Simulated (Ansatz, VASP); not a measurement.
**One calculation of Nb, two programs**

The input INCAR:

```
SYSTEM = Nb
PREC = Accurate
ENCUT = 600
EDIFF = 1E-6
ISMEAR = -1
SIGMA = 0.1
LREAL = .False.
LASPH = .True.
NELM = 100
ALGO = Normal
ISIF = 3
LWAVE = .False.
LCHARG = .False.
GGA = PE
IBRION = 2
NSW = 80
EDIFFG = -0.01
```

The input KPOINTS:

```
Automatic mesh
0
Gamma
  12 12 7
  0 0 0
```

File POSCAR:

```
Nb
1.0
    2.9403180252      0.0000000000      0.0000000000
   -1.4701590126      2.5463901050      0.0000000000
    0.0000000000      0.0000000000      4.8015393351
Nb
2
Direct
    0.3333333333      0.6666666667      0.2500000000
    0.6666666667      0.3333333333      0.7500000000
```

Input for Ansatz:

```yaml
crystal:
  lattice:
    - [2.9403180252, 0.0, 0.0]
    - [-1.4701590126, 2.546390105, 0.0]
    - [0.0, 0.0, 4.8015393351]
  atoms:
    - { symbol: Nb, position: [0.3333333333, 0.6666666667, 0.25] }
    - { symbol: Nb, position: [0.6666666667, 0.3333333333, 0.75] }
hamiltonian:
  xc: pbe
  pseudopotentials:
    kind: paw
    azcp:
      Nb: "pseudopotentials/Nb.paw.azcp"
basis:
  ecutwfc: 420
  fft_grid_basis: typed
kpoints:
  mp_grid: { grid: [12, 12, 7], shift: [0, 0, 0] }
magnetization:
  spin_polarized: false
scf:
  occupations: { method: fermi_dirac, width: 0.1 }
relax:
  max_steps: 60
  f_tol: 0.01
  cell: {}
```

Alike in both runs: task relaxation of cell and atoms; functional PBE; k mesh 12 × 12 × 7; occupations fermi-dirac, width 0.1 eV; no spin polarisation.

```csv
,VASP,Ansatz
version,VASP 6.6.1,Ansatz 0.2.0
potentials or method,"VASP PAW PBE potentials, release 64 (Nb_sv), cutoff 600 eV","plane waves (420 eV) with PAW, scalar-relativistic"
valence electrons in the cell,26,26
```

VASP gave:

```
relaxed volume (Å³/atom)                                     : 18.66
relaxed cell length with the largest relative difference (Å) : 2.868
```

**Question.** Which values does Ansatz return?

**Answer.** Relaxed volume (Å³/atom): 18.70; relaxed cell length with the largest relative difference (Å): 2.870.
